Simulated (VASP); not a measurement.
Runs of VASP 6.6.1 on Zn. The structure is that of space group Im-3m (No. 229), or close to it. The cells are those of the table. This isn't the form of Zn at room conditions, which is hcp.

```tsv
cell	further INCAR settings	gap on the mesh (eV)	pressure (GPa)
a = 2.709 Å, angles 110.0, 109.2, 109.2°, 1 atom	ALGO = Fast; EDIFF = 1e-06; NBANDS = 12	none	0.7
a = 2.682 Å, angles 111.7, 108.4, 108.4°, 1 atom	ALGO = Fast; EDIFF = 1e-07; NBANDS = 12	none	(a)
a = 2.750 Å, angles 107.6, 110.4, 110.4°, 1 atom	ALGO = Fast; EDIFF = 1e-06; NBANDS = 12	none	(b)
a = 2.754 Å, angles 107.3, 110.5, 110.5°, 1 atom	ALGO = Fast; EDIFF = 1e-06; NBANDS = 12	none	-2.3
a = 2.700 Å, angles 110.6, 108.9, 108.9°, 1 atom	ALGO = Fast; EDIFF = 1e-06; NBANDS = 12	none	1.4
```

Alike in all rows: task single point; level PBE; potentials or basis VASP PAW PBE potentials, release 64 (Zn); no spin polarisation; k mesh 22 × 22 × 22; cutoff (eV) 520; smearing gaussian 0.15 eV.

Q: Fill in the values left out.

A: (a) 2.9; (b) -2.0.

A gap of «none» marks levels without a gap at the run's occupations.
